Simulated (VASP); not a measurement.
# In (Im-3m) in VASP: further runs

In is run at these levels: PBEsol, RPBE+D3(BJ); tasks: single point.

Everything below comes from runs of VASP 6.6.1. Logs are shortened: lines on timing, memory, paths and dates and some standing lists are left out, and cuts for length are marked.

**1. The cell of the first run**

The structure is cubic, space group Im-3m (No. 229). Conventional cell: a = 3.714 Å, b = 3.714 Å, c = 3.714 Å, α = 90.00°, β = 90.00°, γ = 90.00°. In (site symmetry m-3m) has 14 In at 3.22 to 3.71 Å within 4.2 Å.

**2. Single point, PBEsol (volume scaled by 0.96)**

File INCAR:

```
PREC     = Accurate       # precision mode
ENCUT    = 520            # plane-wave cutoff, eV
EDIFF    = 1E-7           # SCF threshold, eV
ISMEAR   = -1             # smearing method
SIGMA    = 0.05           # smearing width, eV
LREAL    = False          # projectors in reciprocal space
LASPH    = True           # aspherical terms in the spheres
NELM     = 100            # most SCF steps
ALGO     = Normal         # electronic algorithm
ISIF     = 2              # what is computed and relaxed
LWAVE    = False          # write WAVECAR
LCHARG   = True           # write CHGCAR
GGA      = PS             # functional
LELF     = True           # ELF
LVHAR    = True         
NBANDS   = 12             # bands
```

File KPOINTS:

```
Automatic mesh
0
Gamma
  10 10 10
```

File POSCAR:

```
In
1.0
   -1.8570825908      1.8570825908      1.8570825908
    1.8570825908     -1.8570825908      1.8570825908
    1.8570825908      1.8570825908     -1.8570825908
In
1
Direct
    0.0000000000      0.0000000000      0.0000000000
```

Potentials or basis: VASP PAW PBE potentials, release 64 (In_d).

Command:

```bash
$ cat potpaw_PBE.64/In_d/POTCAR > POTCAR
$ mpirun -np 1 vasp_std > vasp.out
```

OUTCAR:

```text
PREC = Accurate
   ENCUT = 520
   EDIFF = 1E-7
   ISMEAR = -1
   LREAL = False
   LASPH = True
   NELM = 100
   ISIF = 2
   GGA = PS

 ion  position               nearest neighbor table
   1  0.000  0.000  0.000-

  LATTYP: Found a body centered cubic cell.
 ALAT       =     3.7141651816

  Lattice vectors:

 A1 = (  -1.8570825908,   1.8570825908,   1.8570825908)
 A2 = (   1.8570825908,  -1.8570825908,   1.8570825908)
 A3 = (   1.8570825908,   1.8570825908,  -1.8570825908)

Analysis of symmetry for initial positions (statically):
=====================================================================
 Subroutine PRICEL returns:
 Original cell was already a primitive cell.

 Routine SETGRP: Setting up the symmetry group for a
 body centered cubic supercell.

 Subroutine GETGRP returns: Found 48 space group operations
 (whereof 48 operations were pure point group operations)
 out of a pool of 48 trial point group operations.

The static configuration has the point symmetry O_h .

Analysis of symmetry for dynamics (positions and initial velocities):
=====================================================================
 Subroutine PRICEL returns:
 Original cell was already a primitive cell.

 Routine SETGRP: Setting up the symmetry group for a
 body centered cubic supercell.

 Subroutine GETGRP returns: Found 48 space group operations
 (whereof 48 operations were pure point group operations)
 out of a pool of 48 trial point group operations.

The dynamic configuration has the point symmetry O_h .

 Subroutine INISYM returns: Found 48 space group operations
 (whereof 48 operations are pure point group operations),
 and found     1 'primitive' translations

----------------------------------------------------------------------------------------

                                     Primitive cell

  volume of cell :      25.6185

  direct lattice vectors                    reciprocal lattice vectors
    -1.857082591  1.857082591  1.857082591     0.000000000  0.269239506  0.269239506
     1.857082591 -1.857082591  1.857082591     0.269239506  0.000000000  0.269239506
     1.857082591  1.857082591 -1.857082591     0.269239506  0.269239506  0.000000000

  length of vectors
     3.216561401  3.216561401  3.216561401     0.380762161  0.380762161  0.380762161

  position of ions in fractional coordinates (direct lattice)
     0.000000000  0.000000000  0.000000000

  ion indices of the primitive-cell ions
   primitive index   ion index
                 1           1

----------------------------------------------------------------------------------------

 KPOINTS: Automatic mesh

Automatic generation of k-mesh.
 Grid dimensions read from file:
 generate k-points for:   10   10   10

 Generating k-lattice:

  Cartesian coordinates                     Fractional coordinates (reciprocal lattice)
     0.000000000  0.026923951  0.026923951     0.100000000  0.000000000  0.000000000
     0.026923951  0.000000000  0.026923951     0.000000000  0.100000000  0.000000000
     0.026923951  0.026923951  0.000000000     0.000000000  0.000000000  0.100000000

  Length of vectors
     0.038076216  0.038076216  0.038076216

  Shift w.r.t. Gamma in fractional coordinates (k-lattice)
     0.000000000  0.000000000  0.000000000

 Subroutine IBZKPT returns following result:
 ===========================================

 Found     47 irreducible k-points:

 Following reciprocal coordinates:
            Coordinates               Weight
  0.000000  0.000000  0.000000      1.000000
  0.100000  0.000000  0.000000     12.000000
  0.200000  0.000000  0.000000     12.000000
  0.300000  0.000000  0.000000     12.000000
  0.400000  0.000000  0.000000     12.000000
  0.500000  0.000000  0.000000      6.000000
[... 16 lines left out ...]
  0.300000  0.300000  0.100000      8.000000
 -0.300000  0.300000  0.100000     24.000000
 [... further k-points ...]
   k-points           NKPTS =     47   k-points in BZ     NKDIM =     47   number of bands    NBANDS=     12
   number of dos      NEDOS =    301   number of ions     NIONS =      1
   total plane-waves  NPLWV =  13824
   dimension x,y,z NGX =    24 NGY =   24 NGZ =   24
   dimension x,y,z NGXF=    48 NGYF=   48 NGZF=   48
   ions per type =               1
   NGX,Y,Z   is equivalent  to a cutoff of  12.40, 12.40, 12.40 a.u.
   NGXF,Y,Z  is equivalent  to a cutoff of  24.81, 24.81, 24.81 a.u.
 SYSTEM =  unknown system
   PREC   = accura    normal or accurate (medium, high low for compatibility)
   ISTART =      0    job   : 0-new  1-cont  2-samecut
   ICHARG =      2    charge: 1-file 2-atom 10-const
   ISPIN  =      1    spin polarized calculation?
   LNONCOLLINEAR =      F non collinear calculations
   LSORBIT =      F    spin-orbit coupling
   LASPH  =      T    aspherical Exc in radial PAW
   ENCUT  =  520.0 eV  38.22 Ry    6.18 a.u.   5.98  5.98  5.98*2*pi/ulx,y,z
   NELM   =    100;   NELMIN=  2; NELMDL= -5     # of ELM steps
   EDIFF  = 0.1E-06   stopping-criterion for ELM
   LREAL  =      F    real-space projection
   EDIFFG = 0.1E-05   stopping-criterion for IOM
   NSW    =      0    number of steps for IOM
   IBRION =     -1    ionic relax: 0-MD 1-quasi-New 2-CG
   NFREE  =      0    steps in history (QN), initial steepest desc. (CG)
   ISIF   =      2    stress and relaxation
   ISYM   =      2    0-nonsym 1-usesym 2-fastsym
   POTIM  = 0.5000    time-step for ionic-motion
   TEBEG  =    0.0;   TEEND  =   0.0 temperature during run
   PSTRESS=    0.0 pullay stress
   NELECT =      13.0000    total number of electrons
   NUPDOWN=      -1.0000    fix difference up-down
   EMIN   =  10.00;   EMAX   =-10.00  energy-range for DOS
   EFERMI =   0.00;   METHOD = LEGACY
   ISMEAR =    -1;   SIGMA  =   0.05  broadening in eV -4-tet -1-fermi 0-gaus
   EFERMI_NEDOS =   21; number of points for ismear=-14 and -15
   IALGO  =     38    algorithm
   IMIX   =      4    mixing-type and parameters
     AMIX     =   0.40;   BMIX     =  1.00
     AMIX_MAG =   1.60;   BMIX_MAG =  1.00
  volume/ion in A,a.u.               =      25.62       172.88
  Fermi-wavevector in a.u.,A,eV,Ry     =   1.305784  2.467574 23.198917  1.705072
  Thomas-Fermi vector in A             =   2.436630
   LORBIT       =      0    0 simple, 1 ext, 2 COOP (PROOUT), +10 PAW based schemes
   GGA     = PS    functional components
   LHFCALC =     F    Hartree Fock is set to
   AEXX    =    0.0000 exact exchange contribution
   IVDW    =     0    specifies the selected vdW correction
   LEPSILON=     F    determine dielectric tensor
   LRPA    =     F    only Hartree local field effects (RPA)
 non-spin polarized calculation
  energy-cutoff  :      520.00
  volume of cell :       25.62
 maximum number of plane-waves:       703
   NGX = 11   NGY = 11   NGZ = 11

 number of electron      12.9999991 magnetization

 Free energy of the ion-electron system (eV)
  ---------------------------------------------------
  ext. energy  EPLUGINS =         0.00000000
  ---------------------------------------------------
  free energy    TOTEN  =        -2.97740620 eV

  energy without entropy =       -2.97218245  energy(sigma->0) =       -2.97479432

 E-fermi :   7.5217     XC(G=0): -10.5079

 val. band max:        7.5010455463   @ k =   0.3000   0.3000   0.0000
 cond. band min:       7.5485810352   @ k =   0.2000   0.2000   0.2000
 fundamental gap:      0.0475354889
 Fermi energy:         7.5217260535

 k-point     1 :       0.0000    0.0000    0.0000
  band No.  band energies     occupation
      1      -7.0212      2.00000
      2      -7.0212      2.00000
      3      -7.0212      2.00000
      4      -6.7247      2.00000
      5      -6.7247      2.00000
      6      -2.1106      2.00000
      7      18.9212      0.00000
      8      18.9212      0.00000
      9      18.9212      0.00000
     10      20.6676      0.00000
     11      20.6676      0.00000
     12      20.6676      0.00000

 k-point     2 :       0.1000    0.0000    0.0000
  band No.  band energies     occupation
      1      -7.0329      2.00000
      2      -7.0113      2.00000
      3      -6.9775      2.00000
      4      -6.7368      2.00000
      5      -6.7250      2.00000
      6      -1.8746      2.00000
      7      16.7265      0.00000
      8      17.8880      0.00000
      9      18.3217      0.00000
     10      19.7038      0.00000
     11      19.9910      0.00000
     12      20.5759      0.00000

 k-point     3 :       0.2000    0.0000    0.0000
  band No.  band energies     occupation
      1      -7.0633      2.00000
      2      -6.9985      2.00000
      3      -6.8608      2.00000
      4      -6.7603      2.00000
      5      -6.7258      2.00000
      6      -1.1568      2.00000
      7      13.1383      0.00000
      8      16.2304      0.00000
      9      17.0574      0.00000
     10      18.9177      0.00000
     11      19.0670      0.00000
     12      21.1990      0.00000

 k-point     4 :       0.3000    0.0000    0.0000
  band No.  band energies     occupation
      1      -7.1007      2.00000
      2      -7.0154      2.00000
      3      -6.7645      2.00000
      4      -6.7262      2.00000
      5      -6.7120      2.00000
      6       0.0565      2.00000
      7       9.7163      0.00000
      8      14.8283      0.00000
      9      15.9481      0.00000
     10      18.3586      0.00000
     11      18.3782      0.00000
     12      22.4204      0.00000

 k-point     5 :       0.4000    0.0000    0.0000
  band No.  band energies     occupation
      1      -7.1307      2.00000
      2      -7.0525      2.00000
      3      -6.7493      2.00000
      4      -6.7262      2.00000
      5      -6.5877      2.00000
      6       1.7612      2.00000
      7       6.6559      2.00000
      8      13.9149      0.00000
      9      15.2374      0.00000
     10      17.9671      0.00000
     11      18.0426      0.00000
     12      23.9969      0.00000
[... 228 lines left out ...]
      1      -7.0779      2.00000
      2      -6.9595      2.00000
      3      -6.7517      2.00000
      4      -6.7330      2.00000
      5      -6.6962      2.00000
      6       3.8304      2.00000
      7       6.3872      2.00000
      8       8.9381      0.00000
      9      11.3806      0.00000
     10      22.7399      0.00000
     11      24.5795      0.00000
     12      24.8302      0.00000

 k-point    22 :      -0.2000    0.2000    0.1000
  band No.  band energies     occupation
      1      -7.0188      2.00000
      2      -6.9748      2.00000
      3      -6.8687      2.00000
      4      -6.7978      2.00000
      5      -6.7269      2.00000
      6      -0.9182      2.00000
      7      13.3023      0.00000
      8      15.1640      0.00000
      9      15.9347      0.00000
     10      18.0851      0.00000
     11      20.3908      0.00000
     12      20.7441      0.00000

 k-point    23 :       0.3000    0.3000    0.1000
  band No.  band energies     occupation
      1      -7.0687      2.00000
      2      -6.8512      2.00000
      3      -6.8512      2.00000
      4      -6.7198      2.00000
      5      -6.7198      2.00000
      6       4.9954      2.00000
      7       6.7720      2.00000
      8       6.7720      2.00000
      9      11.1208      0.00000
     10      24.1917      0.00000
     11      24.1917      0.00000
     12      25.0549      0.00000

 k-point    24 :      -0.3000    0.3000    0.1000
  band No.  band energies     occupation
      1      -7.0536      2.00000
      2      -6.9877      2.00000
      3      -6.8025      2.00000
      4      -6.7405      2.00000
      5      -6.7185      2.00000
      6       0.2947      2.00000
      7       9.9243      0.00000
      8      13.8573      0.00000
      9      15.0015      0.00000
     10      18.7164      0.00000
     11      19.6514      0.00000
     12      20.5167      0.00000

 [... further k-points ...]
[... 5 lines left out ...]
  --------------------------------------------------------------------------------------
  -------------------------------------------------------------------------------------
  Total        0.0346683      0.0346683      0.0346683      0.0000000      0.0000000     -0.0000000
  in kB        2.1681521      2.1681521      2.1681521      0.0000000      0.0000000     -0.0000000
  external PRESSURE =       2.1681521 kB  Pullay stress =       0.0000000 kB

 VOLUME and BASIS-vectors are now :
 -----------------------------------------------------------------------------
  energy-cutoff  :      520.00
  volume of cell :       25.62
      direct lattice vectors                 reciprocal lattice vectors
    -1.857082591  1.857082591  1.857082591     0.000000000  0.269239506  0.269239506
     1.857082591 -1.857082591  1.857082591     0.269239506  0.000000000  0.269239506
     1.857082591  1.857082591 -1.857082591     0.269239506  0.269239506  0.000000000

 POSITION                                       TOTAL-FORCE (eV/Angst)
 -----------------------------------------------------------------------------------
      0.00000      0.00000      0.00000         0.000000     -0.000000      0.000000
 -----------------------------------------------------------------------------------
    total drift:                                0.000000      0.000000     -0.000000

  FREE ENERGIE OF THE ION-ELECTRON SYSTEM (eV)
  ---------------------------------------------------
  free  energy   TOTEN  =        -2.9774061970 eV

  energy  without entropy=       -2.9721824529  energy(sigma->0) =       -2.97479432
```

Wall time 6.8 s (1 thread of Intel Xeon Platinum 8559C (Emerald Rapids), shared host); peak memory 0.14 GiB.

Results:

```
Free energy : -2.9774 eV
Pressure    : 0.2 GPa
```

Levels at points of the mesh, in eV from the Fermi level:
| k point | band 2 | band 3 | band 4 | band 5 | band 6 | band 7 | band 8 | band 9 | band 10 | band 11 |
| --- | --- | --- | --- | --- | --- | --- | --- | --- | --- | --- |
| (0.00, 0.00, 0.00) | -14.54 | -14.54 | -14.25 | -14.25 | -9.63 | 11.40 | 11.40 | 11.40 | 13.15 | 13.15 |
| (0.50, 0.00, 0.00) | -14.59 | -14.26 | -14.25 | -14.06 | -3.86 | -3.22 | 6.08 | 7.47 | 10.31 | 10.42 |
| (0.50, 0.50, 0.50) | -14.66 | -14.11 | -14.11 | -14.11 | 1.23 | 1.32 | 1.32 | 1.32 | 5.40 | 5.40 |

Caveat: the PAW data sets were made with another functional, which shifts forces and pressure a little; spin-orbit coupling is left out, which moves the levels of the heavy elements.

(Part 1 of 2 ends here.)
